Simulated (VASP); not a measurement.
# AlRu (WC type) (P-6m2) in VASP: a series of runs, part 2 of 2

VASP 6.6.1. The steps go on from the part before.

## 3. Relaxation of shape and atoms at fixed volume, PBE

This run uses another cell than the first one, of 13.28 Å³/atom, 1.068 times its volume.

Contents of INCAR:

```
PREC = Accurate
ENCUT = 600
EDIFF = 1E-7
ISMEAR = -1
SIGMA = 0.05
LREAL = F
LASPH = T
NELM = 60
ALGO = Normal
ISIF = 4
LWAVE = F
LCHARG = F
GGA = PE
IBRION = 2
NSW = 50
EDIFFG = -0.005
```

Contents of KPOINTS:

```
Automatic mesh
0
Gamma
  13 13 12
```

Contents of POSCAR:

```
AlRu
1.0
    2.8364253250      0.0000000000      0.0000000000
   -1.4182126625      2.4564163874      0.0000000000
    0.0000000000      0.0000000000      3.8129782962
Ru Al
1 1
Direct
    0.0000000000      0.0000000000      0.0000000000
    0.3333333333      0.6666666667      0.5000000000
```

Potentials or basis: VASP PAW PBE potentials, release 64 (Ru_pv, Al).

On the command line:

```bash
cat potpaw_PBE.64/Ru_pv/POTCAR potpaw_PBE.64/Al/POTCAR > POTCAR
mpirun -np 1 vasp_std > vasp.out
```

OUTCAR:

```text
PREC = Accurate
   ENCUT = 600
   EDIFF = 1E-7
   ISMEAR = -1
   LREAL = F
   LASPH = T
   NELM = 60
   ISIF = 4
   GGA = PE
   IBRION = 2
   NSW = 50
   EDIFFG = -0.005

 ion  position               nearest neighbor table
   1  0.000  0.000  0.000-   2 2.51   2 2.51   2 2.51   2 2.51   2 2.51   2 2.51
   2  0.333  0.667  0.500-   1 2.51   1 2.51   1 2.51   1 2.51   1 2.51   1 2.51

  LATTYP: Found a hexagonal cell.
 ALAT       =     2.8364253250
 C/A-ratio  =     1.3442900339

  Lattice vectors:

 A1 = (   2.8364253250,   0.0000000000,   0.0000000000)
 A2 = (  -1.4182126625,   2.4564163874,   0.0000000000)
 A3 = (   0.0000000000,   0.0000000000,   3.8129782962)

Analysis of symmetry for initial positions (statically):
=====================================================================
 Subroutine PRICEL returns:
 Original cell was already a primitive cell.

 Routine SETGRP: Setting up the symmetry group for a
 hexagonal supercell.

 Subroutine GETGRP returns: Found 12 space group operations
 (whereof 12 operations were pure point group operations)
 out of a pool of 24 trial point group operations.

The static configuration has the point symmetry D_3h.

Analysis of symmetry for dynamics (positions and initial velocities):
=====================================================================
 Subroutine PRICEL returns:
 Original cell was already a primitive cell.

 Routine SETGRP: Setting up the symmetry group for a
 hexagonal supercell.

 Subroutine GETGRP returns: Found 12 space group operations
 (whereof 12 operations were pure point group operations)
 out of a pool of 24 trial point group operations.

The dynamic configuration has the point symmetry D_3h.

 Subroutine INISYM returns: Found 12 space group operations
 (whereof 12 operations are pure point group operations),
 and found     1 'primitive' translations

----------------------------------------------------------------------------------------

                                     Primitive cell

  volume of cell :      26.5667

  direct lattice vectors                    reciprocal lattice vectors
     2.836425325  0.000000000  0.000000000     0.352556435  0.203548553  0.000000000
    -1.418212662  2.456416387  0.000000000     0.000000000  0.407097105  0.000000000
     0.000000000  0.000000000  3.812978296     0.000000000  0.000000000  0.262262180

  length of vectors
     2.836425325  2.836425325  3.812978296     0.407097105  0.407097105  0.262262180

  position of ions in fractional coordinates (direct lattice)
     0.000000000  0.000000000  0.000000000
     0.333333333  0.666666667  0.500000000

  ion indices of the primitive-cell ions
   primitive index   ion index
                 1           1
                 2           2

----------------------------------------------------------------------------------------

 KPOINTS: Automatic mesh

Automatic generation of k-mesh.
 Grid dimensions read from file:
 generate k-points for:   13   13   12

 Generating k-lattice:

[... 44 lines left out ...]
   number of dos      NEDOS =    301   number of ions     NIONS =      2
   total plane-waves  NPLWV =  17280
   dimension x,y,z NGX =    24 NGY =   24 NGZ =   30
   dimension x,y,z NGXF=    48 NGYF=   48 NGZF=   60
   ions per type =               1   1
   NGX,Y,Z   is equivalent  to a cutoff of  14.07, 14.07, 13.08 a.u.
   NGXF,Y,Z  is equivalent  to a cutoff of  28.13, 28.13, 26.16 a.u.
 SYSTEM =  unknown system
   PREC   = accura    normal or accurate (medium, high low for compatibility)
   ISTART =      0    job   : 0-new  1-cont  2-samecut
   ICHARG =      2    charge: 1-file 2-atom 10-const
   ISPIN  =      1    spin polarized calculation?
   LNONCOLLINEAR =      F non collinear calculations
   LSORBIT =      F    spin-orbit coupling
   LASPH  =      T    aspherical Exc in radial PAW
   ENCUT  =  600.0 eV  44.10 Ry    6.64 a.u.   5.67  5.67  7.62*2*pi/ulx,y,z
   NELM   =     60;   NELMIN=  2; NELMDL= -5     # of ELM steps
   EDIFF  = 0.1E-06   stopping-criterion for ELM
   LREAL  =      F    real-space projection
   EDIFFG = -.5E-02   stopping-criterion for IOM
   NSW    =     50    number of steps for IOM
   IBRION =      2    ionic relax: 0-MD 1-quasi-New 2-CG
   NFREE  =      1    steps in history (QN), initial steepest desc. (CG)
   ISIF   =      4    stress and relaxation
   ISYM   =      2    0-nonsym 1-usesym 2-fastsym
   POTIM  = 0.5000    time-step for ionic-motion
   TEBEG  =    0.0;   TEEND  =   0.0 temperature during run
   PSTRESS=    0.0 pullay stress
   NELECT =      17.0000    total number of electrons
   NUPDOWN=      -1.0000    fix difference up-down
   EMIN   =  10.00;   EMAX   =-10.00  energy-range for DOS
   EFERMI =   0.00;   METHOD = LEGACY
   ISMEAR =    -1;   SIGMA  =   0.05  broadening in eV -4-tet -1-fermi 0-gaus
   EFERMI_NEDOS =   21; number of points for ismear=-14 and -15
   IALGO  =     38    algorithm
   IMIX   =      4    mixing-type and parameters
     AMIX     =   0.40;   BMIX     =  1.00
     AMIX_MAG =   1.60;   BMIX_MAG =  1.00
  volume/ion in A,a.u.               =      13.28        89.64
  Fermi-wavevector in a.u.,A,eV,Ry     =   1.410734  2.665901 27.077927  1.990171
  Thomas-Fermi vector in A             =   2.532658
   LORBIT       =      0    0 simple, 1 ext, 2 COOP (PROOUT), +10 PAW based schemes
   GGA     = PE    functional components
   LHFCALC =     F    Hartree Fock is set to
   AEXX    =    0.0000 exact exchange contribution
   IVDW    =     0    specifies the selected vdW correction
   LEPSILON=     F    determine dielectric tensor
   LRPA    =     F    only Hartree local field effects (RPA)
 conjugate gradient relaxation of ions
 non-spin polarized calculation
  energy-cutoff  :      600.00
  volume of cell :       26.57
 maximum number of plane-waves:       906
 NGX is ok and might be reduce to    24
   NGX = 11   NGY = 11   NGZ = 15

--------------------------------------- Ionic step        1  -------------------------------------------

 number of electron      17.0000001 magnetization

 Free energy of the ion-electron system (eV)
  ---------------------------------------------------
  ext. energy  EPLUGINS =         0.00000000
  ---------------------------------------------------
  free energy    TOTEN  =       -13.84503114 eV

  energy without entropy =      -13.83392267  energy(sigma->0) =      -13.83947691

------------------------ aborting loop because EDIFF is reached ----------------------------------------

  FORCE on cell =-STRESS in cart. coord.  units (eV):
  Direction    XX          YY          ZZ          XY          YZ          ZX
  --------------------------------------------------------------------------------------
  -------------------------------------------------------------------------------------
  Total        2.1379536      2.1379536      2.4687171      0.0000000     -0.0000000      0.0000000
  in kB      128.9351069    128.9351069    148.8826963      0.0000000     -0.0000000      0.0000000
  external PRESSURE =     135.5843034 kB  Pullay stress =       0.0000000 kB
[... 59 lines left out ...]
--------------------------------------- Ionic step        3  -------------------------------------------

 number of electron      17.0000000 magnetization

 Free energy of the ion-electron system (eV)
  ---------------------------------------------------
  ext. energy  EPLUGINS =         0.00000000
  ---------------------------------------------------
  free energy    TOTEN  =       -13.84618932 eV

  energy without entropy =      -13.83449336  energy(sigma->0) =      -13.84034134

 E-fermi :  11.1064     XC(G=0): -12.5904

 val. band max:       11.0975657098   @ k =   0.2308   0.0769   0.2500
 cond. band min:      11.1153327394   @ k =   0.1538   0.1538   0.3333
 fundamental gap:      0.0177670296
 Fermi energy:        11.1064088950

 k-point     1 :       0.0000    0.0000    0.0000
  band No.  band energies     occupation
      1     -31.0004      2.00000
      2     -30.9328      2.00000
      3     -30.9328      2.00000
      4       0.9608      2.00000
      5       6.6833      2.00000
      6       9.2585      2.00000
      7       9.2585      2.00000
      8      11.1394      0.68195
      9      11.1395      0.68037
     10      11.1395      0.68037
     11      17.9236      0.00000
     12      22.7495      0.00000
[... 331 lines left out ...]
 k-point    24 :       0.1538   -0.0000    0.0833
  band No.  band energies     occupation
      1     -31.0428      2.00000
      2     -30.9854      2.00000
      3     -30.9588      2.00000
      4       1.6607      2.00000
      5       7.1232      2.00000
      6       8.7953      2.00000
      7       9.1114      2.00000
      8       9.8335      2.00000
      9      10.9257      1.94754
     10      13.1738      0.00000
     11      18.0611      0.00000
     12      20.2039      0.00000

 [... further k-points ...]
[... 5 lines left out ...]
  --------------------------------------------------------------------------------------
  -------------------------------------------------------------------------------------
  Total        2.2105126      2.2105126      2.2162754     -0.0000000     -0.0000000      0.0000000
  in kB      133.3109719    133.3109719    133.6585182     -0.0000000     -0.0000000      0.0000000
  external PRESSURE =     133.4268207 kB  Pullay stress =       0.0000000 kB
[... 17 lines left out ...]
  FREE ENERGIE OF THE ION-ELECTRON SYSTEM (eV)
  ---------------------------------------------------
  free  energy   TOTEN  =       -13.8461893250 eV

  energy  without entropy=      -13.8344933596  energy(sigma->0) =      -13.84034134

 reached required accuracy - stopping structural energy minimisation
```

OSZICAR:

```text
N       E                     dE             d eps       ncg     rms          rms(c)
DAV:   1     0.127587973406E+03    0.12759E+03   -0.10177E+04  3528   0.149E+03
DAV:   2    -0.118976440680E+02   -0.13949E+03   -0.13404E+03  3808   0.374E+02
DAV:   3    -0.145836986774E+02   -0.26861E+01   -0.26345E+01  4264   0.526E+01
[... 23 lines left out ...]
DAV:   3    -0.138461997650E+02    0.82480E-04   -0.25814E-04  3924   0.182E-01    0.283E-02
DAV:   4    -0.138461889634E+02    0.10802E-04   -0.32135E-05  5200   0.520E-02    0.132E-02
DAV:   5    -0.138461891468E+02   -0.18339E-06   -0.94563E-07  3856   0.945E-03    0.674E-03
DAV:   6    -0.138461893357E+02   -0.18890E-06   -0.35690E-07  4908   0.474E-03    0.167E-03
DAV:   7    -0.138461893250E+02    0.10749E-07   -0.84312E-09  1972   0.980E-04
   3 F= -.13846189E+02 E0= -.13840341E+02  d E =-.115818E-02
```

CONTCAR:

```text
AlRu
   1.00000000000000
     2.8267723751184644   -0.0000000000000000    0.0000000000000000
    -1.4133861875592322    2.4480566875827412    0.0000000000000000
     0.0000000000000000   -0.0000000000000000    3.8390641124347256
  Ru              Al
     1     1
Direct
     0.0000000000000000    0.0000000000000000    0.0000000000000000
     0.3333333332999970    0.6666666667000030    0.5000000000000000

  0.00000000E+00  0.00000000E+00  0.00000000E+00
  0.00000000E+00  0.00000000E+00  0.00000000E+00
```

Wall time 36 s (1 thread of Intel Xeon 6975P-C (Granite Rapids), shared host); peak memory 0.19 GiB.

What came out:

- Free energy: -13.8462 eV
- Energy gained by relaxing: 0.6 meV/atom
- Ionic steps: 3
- Pressure after relaxing: 13.3 GPa

The path:
```csv
step,energy change (eV),largest force (eV/Å),pressure (GPa),volume (Å³)
1,0.0000,0.0000,13.56,26.57
2,-0.0011,0.0000,13.39,26.57
3,-0.0012,0.0000,13.34,26.57
```

Final structure:
```xyz
2
Lattice="2.8268 0.0000 0.0000 -1.4134 2.4481 0.0000 0.0000 0.0000 3.8391" Properties=species:S:1:pos:R:3 pbc="T T T"
Ru    0.0000    0.0000    0.0000
Al    0.0000    1.6320    1.9195
```
